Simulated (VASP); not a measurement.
# Tl2Te2O (P-3m1) in VASP: further runs, part 3 of 3

VASP 6.6.1. Earlier steps stand in the parts before.

## (5) Relaxation of cell and atoms, PBE+D3(BJ)

This run uses another cell than the first one, of 29.13 Å³/atom.

INCAR reads:

```
SYSTEM = Tl2Te2O
ALGO = Normal
EDIFF = 1E-6
EDIFFG = -0.04
ENCUT = 600
GGA = PE
IBRION = 2
ISIF = 3
ISMEAR = 0
IVDW = 12
LASPH = .TRUE.
LCHARG = .FALSE.
LREAL = .FALSE.
LWAVE = .FALSE.
NELM = 80
NSW = 90
PREC = Accurate
SIGMA = 0.1
```

KPOINTS reads:

```
k-points
0
G
  6 6 2
  0 0 0
```

POSCAR reads:

```
Tl2Te2O
1.0
    4.1210853200      0.0000000000      0.0000000000
   -2.0605426600      3.5689645800      0.0000000000
    0.0000000000      0.0000000000      9.9023251900
Tl Te O
2 2 1
Direct
    0.6666666700      0.3333333300      0.0926318300
    0.3333333300      0.6666666700      0.9073681700
    0.3333333300      0.6666666700      0.3307838700
    0.6666666700      0.3333333300      0.6692161300
    0.0000000000      0.0000000000      0.0000000000
```

Command:

```
$ cat potpaw_PBE.64/Tl_d/POTCAR potpaw_PBE.64/Te/POTCAR potpaw_PBE.64/O/POTCAR > POTCAR
$ mpirun -np 1 vasp_std > vasp.out
```

It took 19 min on 1 thread of Oxide Virtual Turin-like, shared host; peak memory 0.34 GiB.

It converged, with:

- Free energy: -18.1008 eV
- Relaxed volume: 23.73 Å³/atom
- Relaxed cell: a = 3.524 Å, b = 3.524 Å, c = 11.032 Å, α = 90.00°, β = 90.00°, γ = 120.00°
- Space group after relaxing (to 0.1 Å): P-3m1 (No. 164)
- Energy gained by relaxing: 379.6 meV/atom
- Ionic steps: 18
- Pressure after relaxing: 0.2 GPa
- Band gap on the k mesh: zero (bands 22 and 23 overlap by 2.36 eV)
- Dispersion energy per atom: -0.368 eV

Forces in eV/Å, atoms in the order of the input:
```
Tl   0.000  0.000 -0.003
Tl   0.000  0.000  0.003
Te   0.000  0.000 -0.001
Te   0.000  0.000  0.001
O    0.000  0.000  0.000
```

Stress tensor (GPa, compression positive):
```
0.18 0.00 0.00
0.00 0.18 0.00
0.00 0.00 0.09
```

Step by step:
| step | energy change (eV) | largest force (eV/Å) | pressure (GPa) | volume (Å³) |
| --- | --- | --- | --- | --- |
| 1 | 0.0000 | 2.0510 | -2.57 | 145.64 |
| 2 | -0.5408 | 1.7131 | -1.08 | 135.98 |
| 3 | -0.9506 | 0.9298 | 3.98 | 121.55 |
| 4 | -1.2380 | 0.8247 | 0.62 | 126.02 |
| 5 | -1.2582 | 0.8108 | -0.26 | 127.62 |
| 6 | -1.3502 | 0.7140 | -0.78 | 127.42 |
| 7 | -1.5413 | 0.4816 | -1.76 | 126.63 |
| 8 | -1.7391 | 0.6623 | -0.84 | 124.34 |
| 9 | -1.8460 | 0.4546 | 0.98 | 119.56 |
| 10 | -1.8463 | 0.4433 | 1.10 | 119.34 |
| 11 | -1.8507 | 0.2931 | -1.04 | 123.25 |
| 12 | -1.8675 | 0.1728 | -0.10 | 121.36 |
| 13 | -1.8761 | 0.1304 | -0.17 | 120.89 |
| 14 | -1.8945 | 0.0192 | -0.17 | 119.46 |
| 15 | -1.8553 | 0.3963 | 0.67 | 116.51 |
| 16 | -1.8964 | 0.0587 | -0.06 | 118.99 |
| 17 | -1.8955 | 0.0811 | 0.44 | 118.20 |
| 18 | -1.8978 | 0.0028 | 0.15 | 118.66 |

Final structure:
```
Tl Te O
1.0
     3.52413    0.00000    0.00000
    -1.76206    3.05199    0.00000
     0.00000    0.00000   11.03222
Tl Te O
2 2 1
Direct
  0.66667 0.33333 0.13785
  0.33333 0.66667 0.86215
  0.33333 0.66667 0.38657
  0.66667 0.33333 0.61343
  0.00000 0.00000 0.00000
```

Levels at points of the mesh, in eV from the Fermi level:
```csv
k point,band 20,band 21,band 22,band 23,band 24,band 25
"(0.00, 0.00, 0.00)",1.07,1.07,1.77,2.12,2.12,2.84
"(0.50, 0.00, 0.00)",-2.50,-1.41,-1.05,0.27,0.78,1.81
"(0.00, 0.00, 0.50)",-0.34,1.08,1.08,2.11,2.11,4.41
"(0.50, 0.00, 0.50)",-1.31,-1.07,-0.82,-0.59,0.81,0.87
```

Caveat: the volume moved by over 15 % at a fixed basis, so the end points are rough; spin-orbit coupling is left out, which moves the levels of the heavy elements.

## (6) Relaxation of cell and atoms, PBE+D3(BJ)

INCAR reads:

```
ALGO = Fast
EDIFF = 1E-6
EDIFFG = -0.01
ENCUT = 600
GGA = PE
IBRION = 2
ISIF = 3
ISMEAR = 0
IVDW = 12
LASPH = T
LCHARG = F
LREAL = F
LWAVE = F
NELM = 100
NSW = 100
PREC = Accurate
SIGMA = 0.1
```

KPOINTS reads:

```
k-points
0
Gamma
  12 12 4
```

POSCAR reads:

```
Tl2Te2O
1.0
    3.7592837057      0.0000000000      0.0000000000
   -1.8796418528      3.2556351891      0.0000000000
    0.0000000000      0.0000000000     10.1129716835
Tl Te O
2 2 1
Direct
    0.6666666667      0.3333333333      0.1394410231
    0.3333333333      0.6666666667      0.8605589769
    0.3333333333      0.6666666667      0.3940814306
    0.6666666667      0.3333333333      0.6059185694
    0.0000000000      0.0000000000      0.0000000000
```

Potentials or basis: VASP PAW PBE potentials, release 64 (Tl_d, Te, O).

Command:

```
$ cat potpaw_PBE.64/Tl_d/POTCAR potpaw_PBE.64/Te/POTCAR potpaw_PBE.64/O/POTCAR > POTCAR
$ mpirun -np 1 vasp_std > vasp.out
```

It took 28 min on 1 thread of Oxide Virtual Turin-like, shared host; peak memory 0.45 GiB.

Results (log left out):

```yaml
Free_energy: -18.1741 eV
Relaxed_volume: 25.29 Å³/atom
Relaxed_cell: a = 3.664 Å, b = 3.664 Å, c = 10.875 Å, α = 90.00°, β = 90.00°, γ = 120.00°
Space_group_after_relaxing_to_0.1_Å: P-3m1 (No. 164)
Energy_gained_by_relaxing: 7.0 meV/atom
Ionic_steps: 18
Pressure_after_relaxing: 0.0 GPa
Largest_force_after_relaxing: 0.009 eV/Å
Band_gap_on_the_k_mesh: zero (bands 22 and 23 overlap by 1.91 eV)
Dispersion_energy_per_atom: -0.346 eV
```

Forces in eV/Å, atoms in the order of the input:
```
Tl   0.000  0.000  0.009
Tl   0.000  0.000 -0.009
Te   0.000  0.000 -0.003
Te   0.000  0.000  0.003
O    0.000  0.000  0.000
```

The path:
```tsv
step	energy change (eV)	largest force (eV/Å)	pressure (GPa)	volume (Å³)
1	0.0000	0.0725	-0.02	123.77
2	-0.0054	0.0855	0.02	123.71
3	-0.0172	0.1282	0.16	123.47
4	-0.0225	0.2004	0.53	122.85
5	-0.0268	0.1909	0.28	123.73
6	-0.0299	0.1720	-0.03	124.96
7	-0.0302	0.1632	-0.16	125.44
8	-0.0333	0.0436	0.13	125.42
9	-0.0335	0.0374	0.21	125.41
10	-0.0344	0.0387	0.05	125.98
11	-0.0346	0.0391	-0.05	126.39
12	-0.0346	0.0387	-0.07	126.47
13	-0.0349	0.0230	-0.01	126.41
14	-0.0349	0.0255	0.01	126.39
15	-0.0349	0.0306	0.05	126.35
16	-0.0349	0.0280	0.02	126.37
17	-0.0349	0.0295	0.04	126.36
18	-0.0350	0.0094	-0.02	126.47
```

Final structure:
```yaml
crystal:
  lattice:
    - [3.66441, 0.00000, 0.00000]
    - [-1.83220, 3.17347, 0.00000]
    - [0.00000, 0.00000, 10.87516]
  atoms:
    - { symbol: Tl, position: [0.66667, 0.33333, 0.13501] }
    - { symbol: Tl, position: [0.33333, 0.66667, 0.86499] }
    - { symbol: Te, position: [0.33333, 0.66667, 0.40172] }
    - { symbol: Te, position: [0.66667, 0.33333, 0.59828] }
    - { symbol: O, position: [0.00000, 0.00000, 0.00000] }
```

Levels at points of the mesh, in eV from the Fermi level:
```tsv
k point	band 18	band 19	band 20	band 21	band 22	band 23	band 24	band 25	band 26
(0.00, 0.00, 0.00)	-2.06	-1.53	-0.29	-0.29	1.50	1.50	1.70	2.47	5.06
(0.50, 0.00, 0.00)	-3.23	-2.58	-2.17	-2.15	-1.07	0.34	0.85	1.57	2.59
(0.00, 0.00, 0.50)	-2.06	-0.41	-0.28	-0.28	-0.09	1.50	1.50	3.44	5.74
(0.50, 0.00, 0.50)	-3.53	-2.54	-2.21	-0.98	-0.84	-0.41	0.88	0.90	2.76
```

Caveat: spin-orbit coupling is left out, which moves the levels of the heavy elements.

## (7) Overview

| task | cell | k mesh | cutoff (eV) | gap on the mesh (eV) | pressure (GPa) | relaxed volume (Å³/atom) | largest force (eV/Å) |
| --- | --- | --- | --- | --- | --- | --- | --- |
| single point | a = 3.759, b = 3.759, c = 10.113 Å, angles 90.0, 90.0, 120.0°, 5 atoms, atomic positions A | 6 × 6 × 2 | 520 | none | -0.2 | - | 0.02 |
| single point | a = 4.121, b = 4.121, c = 9.902 Å, angles 90.0, 90.0, 120.0°, 5 atoms, atomic positions B | 6 × 6 × 2 | 520 | none | -2.6 | - | 2.05 |
| single point | a = 3.668, b = 3.668, c = 10.855 Å, angles 90.0, 90.0, 120.0°, 5 atoms, atomic positions C | 12 × 12 × 4 | 520 | none | 0.0 | - | 0.01 |
| relaxation of cell and atoms | relaxed from a = 4.121, b = 4.121, c = 9.902 Å, angles 90.0, 90.0, 120.0°, 5 atoms, atomic positions B | 6 × 6 × 2 | 600 | none | 0.2 | 23.73 | - |
| relaxation of cell and atoms | relaxed from a = 3.759, b = 3.759, c = 10.113 Å, angles 90.0, 90.0, 120.0°, 5 atoms, atomic positions A | 12 × 12 × 4 | 600 | none | 0.0 | 25.29 | 0.01 |

Alike in all rows: level PBE+D3(BJ); potentials or basis VASP PAW PBE potentials, release 64 (Tl_d, Te, O); no spin polarisation; smearing gaussian 0.1 eV.

Caveats: spin-orbit coupling is left out, which moves the levels of the heavy elements; forces of over 1 eV/Å act on the atoms, so gaps and moduli don't describe the material at rest (at least some runs); the volume moved by over 15 % at a fixed basis, so the end points are rough (at least some runs).

Absolute energies hang on the potentials; compare differences alone.
